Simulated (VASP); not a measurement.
# SiC (P6_3mc) in VASP: notebook, part 2 of 2

VASP 6.6.1. Earlier steps stand in the parts before.

### 3 Single point, PBE

This run uses another cell than the first one, of 9.54 Å³/atom, 1.006 times its volume.

File INCAR:

```
ALGO = Normal
EDIFF = 1E-7
ENCUT = 520
GGA = PE
ISIF = 2
ISMEAR = 0
LASPH = T
LCHARG = F
LREAL = F
LWAVE = F
NBANDS = 26
NELM = 80
PREC = Accurate
SIGMA = 0.05
```

File KPOINTS:

```
k-points
0
Gamma
  12 12 4
```

File POSCAR:

```
SiC
1.0
    2.9497000000      0.0000000000      0.0000000000
   -1.4748500000      2.5545151336      0.0000000000
    0.0000000000      0.0000000000     10.1291708101
Si C
4 4
Direct
    0.6666666667      0.3333333333      0.9378436843
    0.3333333333      0.6666666667      0.4378436843
    0.0000000000      0.0000000000      0.6878989045
    0.0000000000      0.0000000000      0.1878989045
    0.6666666667      0.3333333333      0.7498087506
    0.3333333333      0.6666666667      0.2498087506
    0.0000000000      0.0000000000      0.5004476606
    0.0000000000      0.0000000000      0.0004476606
```

Potentials or basis: VASP PAW PBE potentials, release 64 (Si, C).

Command:

```sh
> cat potpaw_PBE.64/Si/POTCAR potpaw_PBE.64/C/POTCAR > POTCAR
> mpirun -np 1 vasp_std > vasp.out
```

OUTCAR:

```text
EDIFF = 1E-7
   ENCUT = 520
   GGA = PE
   ISIF = 2
   ISMEAR = 0
   LASPH = T
   LREAL = F
   NELM = 80
   PREC = Accurate

 ion  position               nearest neighbor table
   1  0.667  0.333  0.938-   8 1.82   8 1.82   8 1.82   5 1.90   3 3.05   3 3.05   3 3.05   4 3.05
                             4 3.05   4 3.05
   2  0.333  0.667  0.438-   7 1.82   7 1.82   7 1.82   6 1.90   4 3.05   4 3.05   4 3.05   3 3.05
                             3 3.05   3 3.05
   3  0.000  0.000  0.688-   5 1.81   5 1.81   5 1.81   7 1.90   1 3.05   1 3.05   1 3.05   2 3.05
                             2 3.05   2 3.05
   4  0.000  0.000  0.188-   6 1.81   6 1.81   6 1.81   8 1.90   2 3.05   2 3.05   2 3.05   1 3.05
                             1 3.05   1 3.05
   5  0.667  0.333  0.750-   3 1.81   3 1.81   3 1.81   1 1.90
   6  0.333  0.667  0.250-   4 1.81   4 1.81   4 1.81   2 1.90
   7  0.000  0.000  0.500-   2 1.82   2 1.82   2 1.82   3 1.90
   8  0.000  0.000  0.000-   1 1.82   1 1.82   1 1.82   4 1.90

  LATTYP: Found a hexagonal cell.
 ALAT       =     2.9497000000
 C/A-ratio  =     3.4339664407

  Lattice vectors:

 A1 = (   2.9497000000,   0.0000000000,   0.0000000000)
 A2 = (  -1.4748500000,   2.5545151336,   0.0000000000)
 A3 = (   0.0000000000,   0.0000000000,  10.1291708101)

Analysis of symmetry for initial positions (statically):
=====================================================================
 Subroutine PRICEL returns:
 Original cell was already a primitive cell.

 Routine SETGRP: Setting up the symmetry group for a
 hexagonal supercell.

 Subroutine GETGRP returns: Found 12 space group operations
 (whereof  6 operations were pure point group operations)
 out of a pool of 24 trial point group operations.

The static configuration has the point symmetry C_3v.
 The point group associated with its full space group is C_6v.

Analysis of symmetry for dynamics (positions and initial velocities):
=====================================================================
 Subroutine PRICEL returns:
[... 148 lines left out ...]
   LHFCALC =     F    Hartree Fock is set to
   AEXX    =    0.0000 exact exchange contribution
   IVDW    =     0    specifies the selected vdW correction
   LEPSILON=     F    determine dielectric tensor
   LRPA    =     F    only Hartree local field effects (RPA)
 non-spin polarized calculation
 Gauss-broadening in eV      SIGMA  =   0.05
  energy-cutoff  :      520.00
  volume of cell :       76.32
 maximum number of plane-waves:      2096
 NGX is ok and might be reduce to    24
   NGX = 11   NGY = 11   NGZ = 37

 number of electron      32.0000004 magnetization

 Free energy of the ion-electron system (eV)
  ---------------------------------------------------
  ext. energy  EPLUGINS =         0.00000000
  ---------------------------------------------------
  free energy    TOTEN  =       -59.45942391 eV

  energy without entropy =      -59.45942391  energy(sigma->0) =      -59.45942391

 E-fermi :   9.4564     XC(G=0): -11.7118

 val. band max:        9.2139395178   @ k =   0.0000   0.0000   0.0000
 cond. band min:      11.1793754239   @ k =   0.5000   0.0000   0.0000
 fundamental gap:      1.9654359061
 Fermi energy:         9.4563621338

 k-point     1 :       0.0000    0.0000    0.0000
  band No.  band energies     occupation
      1      -7.0282      2.00000
      2      -5.8619      2.00000
      3      -5.8377      2.00000
      4      -3.5504      2.00000
      5      -0.0491      2.00000
      6       4.1899      2.00000
[... 685 lines left out ...]
     25      18.1849      0.00000
     26      18.8833      0.00000

 [... further k-points ...]

------------------------ aborting loop because EDIFF is reached ----------------------------------------

  FORCE on cell =-STRESS in cart. coord.  units (eV):
  Direction    XX          YY          ZZ          XY          YZ          ZX
  --------------------------------------------------------------------------------------
  -------------------------------------------------------------------------------------
  Total       17.1593108     17.1593108      1.9312596      0.0000000      0.0000000      0.0000000
  in kB      360.2053850    360.2053850     40.5406782      0.0000000      0.0000000      0.0000000
  external PRESSURE =     253.6504827 kB  Pullay stress =       0.0000000 kB

 VOLUME and BASIS-vectors are now :
 -----------------------------------------------------------------------------
  energy-cutoff  :      520.00
  volume of cell :       76.32
      direct lattice vectors                 reciprocal lattice vectors
     2.949700000  0.000000000  0.000000000     0.339017527  0.195731861  0.000000000
    -1.474850000  2.554515134  0.000000000     0.000000000  0.391463721  0.000000000
     0.000000000  0.000000000 10.129170810     0.000000000  0.000000000  0.098724764

 POSITION                                       TOTAL-FORCE (eV/Angst)
 -----------------------------------------------------------------------------------
      1.47485      0.85151      9.49958        -0.000000      0.000000     -0.599490
     -0.00000      1.70301      4.43499         0.000000      0.000000     -0.599490
      0.00000      0.00000      6.96785         0.000000      0.000000     -0.627812
      0.00000      0.00000      1.90326        -0.000000      0.000000     -0.627812
      1.47485      0.85151      7.59494        -0.000000      0.000000      0.640986
     -0.00000      1.70301      2.53036         0.000000     -0.000000      0.640986
      0.00000      0.00000      5.06912         0.000000      0.000000      0.586316
      0.00000      0.00000      0.00453        -0.000000     -0.000000      0.586316
 -----------------------------------------------------------------------------------
    total drift:                               -0.000000     -0.000000     -0.000113

  FREE ENERGIE OF THE ION-ELECTRON SYSTEM (eV)
  ---------------------------------------------------
  free  energy   TOTEN  =       -59.4594239094 eV

  energy  without entropy=      -59.4594239094  energy(sigma->0) =      -59.45942391
```

stdout:

```text
POSCAR found type information on POSCAR SiC
 POSCAR found :  2 types and       8 ions
 scaLAPACK will be used
 LDA part: xc-table for (Slater+PW92), standard interpolation
 POSCAR, INCAR and KPOINTS ok, starting setup
 FFT: planning ... GRIDC
 FFT: planning ... GRID_SOFT
 FFT: planning ... GRID
 WAVECAR not read
 entering main loop
```

It took 69 s on 1 thread of AMD EPYC 9R45 (Zen 5), shared host; peak memory 0.21 GiB.

Results:

| Property | Result |
| --- | --- |
| Free energy | -59.4594 eV |
| Pressure | 25.4 GPa |
| Largest force | 0.641 eV/Å |
| Band gap on the k mesh | 1.97 eV, indirect (least direct gap 3.26 eV) |

Forces in eV/Å, atoms in the order of the input:
```
Si   0.000  0.000 -0.599
Si   0.000  0.000 -0.599
Si   0.000  0.000 -0.628
Si   0.000  0.000 -0.628
C    0.000  0.000  0.641
C    0.000  0.000  0.641
C    0.000  0.000  0.586
C    0.000  0.000  0.586
```

Stress tensor (GPa, compression positive):
```
36.02  0.00  0.00
 0.00 36.02  0.00
 0.00  0.00  4.05
```

Levels at points of the mesh, in eV from the valence-band top:
```
           k point  band 14  band 15  band 16  band 17  band 18  band 19
(0.00, 0.00, 0.00)    -0.40     0.00     0.00     5.93     6.51     6.92
(0.50, 0.00, 0.00)    -2.41    -1.88    -1.29     1.97     2.47     4.56
(0.00, 0.00, 0.50)    -0.17    -0.17    -0.17     6.62     6.62     7.23
(0.50, 0.00, 0.50)    -2.79    -1.67    -1.67     2.64     2.64     4.26
```

### 4 Single point, PBE

This run uses another cell than the first one, of 9.56 Å³/atom, 1.009 times its volume.

File INCAR:

```
PREC     = Accurate       # precision mode
ENCUT    = 520            # plane-wave cutoff, eV
EDIFF    = 1E-6           # SCF threshold, eV
ISMEAR   = 0              # smearing method
SIGMA    = 0.05           # smearing width, eV
LREAL    = F              # projectors in reciprocal space
LASPH    = T              # aspherical terms in the spheres
NELM     = 80             # most SCF steps
ALGO     = Normal         # electronic algorithm
ISIF     = 2              # what is computed and relaxed
LWAVE    = F              # write WAVECAR
LCHARG   = F              # write CHGCAR
GGA      = PE             # functional
NBANDS   = 26             # bands
```

File KPOINTS:

```
regular mesh
0
Gamma
  12 12 4
```

Edit POSCAR of step 3 so:

```diff
@@ -2,5 +2,5 @@
 1.0
-    2.9497000000      0.0000000000      0.0000000000
-   -1.4748500000      2.5545151336      0.0000000000
-    0.0000000000      0.0000000000     10.1291708101
+    2.8775000000      0.0000000000      0.0000000000
+   -1.4387500000      2.4919880994      0.0000000000
+    0.0000000000      0.0000000000     10.6694000000
 Si C
```

Command:

```sh
> cat potpaw_PBE.64/Si/POTCAR potpaw_PBE.64/C/POTCAR > POTCAR
> mpirun -np 1 vasp_std > vasp.out
```

It took 64 s on 1 thread of AMD EPYC 9R45 (Zen 5), shared host; peak memory 0.21 GiB.

It converged, with:

```yaml
Free_energy: -58.1414 eV
Pressure: 29.2 GPa
Largest_force: 1.187 eV/Å
Band_gap_on_the_k_mesh: 1.41 eV, indirect (least direct gap 2.93 eV)
```

Forces in eV/Å, atoms in the order of the input:
```
Si   0.000  0.000 -1.073
Si   0.000  0.000 -1.073
Si   0.000  0.000 -1.187
Si   0.000  0.000 -1.187
C    0.000  0.000  1.180
C    0.000  0.000  1.180
C    0.000  0.000  1.080
C    0.000  0.000  1.080
```

Stress tensor (GPa, compression positive):
```
 55.02   0.00   0.00
  0.00  55.02   0.00
  0.00   0.00 -22.57
```

Levels at points of the mesh, in eV from the valence-band top:
| k point | band 14 | band 15 | band 16 | band 17 | band 18 | band 19 |
| --- | --- | --- | --- | --- | --- | --- |
| (0.00, 0.00, 0.00) | -0.34 | 0.00 | 0.00 | 3.67 | 7.33 | 7.51 |
| (0.50, 0.00, 0.00) | -2.35 | -2.27 | -1.52 | 1.41 | 2.22 | 4.58 |
| (0.00, 0.00, 0.50) | -0.12 | -0.12 | -0.12 | 5.43 | 5.43 | 7.61 |
| (0.50, 0.00, 0.50) | -2.83 | -1.79 | -1.79 | 2.27 | 2.27 | 4.08 |

Caveat: forces of over 1 eV/Å act on the atoms, so gaps and moduli don't describe the material at rest. A k mesh can miss the band edges.

### 5 Single point, PBE

This run uses another cell than the first one, of 9.66 Å³/atom, 1.019 times its volume.

File INCAR:

```
PREC = Accurate ; ENCUT = 520
EDIFF = 1E-7 ; ISMEAR = 0
SIGMA = 0.05 ; LREAL = False
LASPH = True ; NELM = 100
ALGO = Normal ; ISIF = 2
LWAVE = False ; LCHARG = False
GGA = PE ; NBANDS = 26
```

File KPOINTS:

```
Automatic mesh
0
Gamma
  12 12 4
```

Edit POSCAR of step 4 so:

```diff
@@ -2,5 +2,5 @@
 1.0
-    2.8775000000      0.0000000000      0.0000000000
-   -1.4387500000      2.4919880994      0.0000000000
-    0.0000000000      0.0000000000     10.6694000000
+    3.0940652517      0.0000000000      0.0000000000
+   -1.5470326258      2.6795391090      0.0000000000
+    0.0000000000      0.0000000000      9.3188000000
 Si C
```

Command:

```sh
> cat potpaw_PBE.64/Si/POTCAR potpaw_PBE.64/C/POTCAR > POTCAR
> mpirun -np 1 vasp_std > vasp.out
```

It took 65 s on 1 thread of AMD EPYC 9R45 (Zen 5), shared host; peak memory 0.2 GiB.

It converged, with:

- Free energy: -59.0723 eV
- Pressure: 23.1 GPa
- Largest force: 1.744 eV/Å
- Band gap on the k mesh: 1.74 eV, indirect (least direct gap 2.94 eV)

Forces in eV/Å, atoms in the order of the input:
```
Si   0.000  0.000  1.515
Si   0.000  0.000  1.515
Si   0.000  0.000  1.744
Si   0.000  0.000  1.744
C    0.000  0.000 -1.670
C    0.000  0.000 -1.670
C    0.000  0.000 -1.589
C    0.000  0.000 -1.589
```

Stress tensor (GPa, compression positive):
```
 3.50  0.00  0.00
 0.00  3.50  0.00
 0.00  0.00 62.29
```

Levels at points of the mesh, in eV from the valence-band top:
| k point | band 14 | band 15 | band 16 | band 17 | band 18 | band 19 |
| --- | --- | --- | --- | --- | --- | --- |
| (0.00, 0.00, 0.00) | -0.35 | -0.35 | 0.00 | 4.18 | 4.95 | 5.86 |
| (0.50, 0.00, 0.00) | -2.09 | -1.55 | -1.20 | 1.74 | 2.16 | 3.93 |
| (0.00, 0.00, 0.50) | -0.64 | -0.64 | -0.64 | 4.46 | 4.46 | 6.34 |
| (0.50, 0.00, 0.50) | -2.64 | -1.82 | -1.82 | 2.15 | 2.15 | 4.38 |

Caveat: forces of over 1 eV/Å act on the atoms, so gaps and moduli don't describe the material at rest. A k mesh can miss the band edges.

### 6 The runs side by side

| cell | gap on the mesh (eV) | pressure (GPa) | largest force (eV/Å) |
| --- | --- | --- | --- |
| a = 3.022, b = 3.022, c = 9.589 Å, angles 90.0, 90.0, 120.0°, 8 atoms | 2.20 | 26.7 | 0.60 |
| a = 2.950, b = 2.950, c = 10.129 Å, angles 90.0, 90.0, 120.0°, 8 atoms | 1.97 | 25.4 | 0.64 |
| a = 2.877, b = 2.878, c = 10.669 Å, angles 90.0, 90.0, 120.0°, 8 atoms | 1.41 | 29.2 | 1.19 |
| a = 3.094, b = 3.094, c = 9.319 Å, angles 90.0, 90.0, 120.0°, 8 atoms | 1.74 | 23.1 | 1.74 |

Alike in all rows: task single point; level PBE; potentials or basis VASP PAW PBE potentials, release 64 (Si, C); no spin polarisation; k mesh 12 × 12 × 4; cutoff (eV) 520; smearing gaussian 0.05 eV.

Caveats: forces of over 1 eV/Å act on the atoms, so gaps and moduli don't describe the material at rest (some runs).

Absolute energies hang on the potentials; compare differences alone.
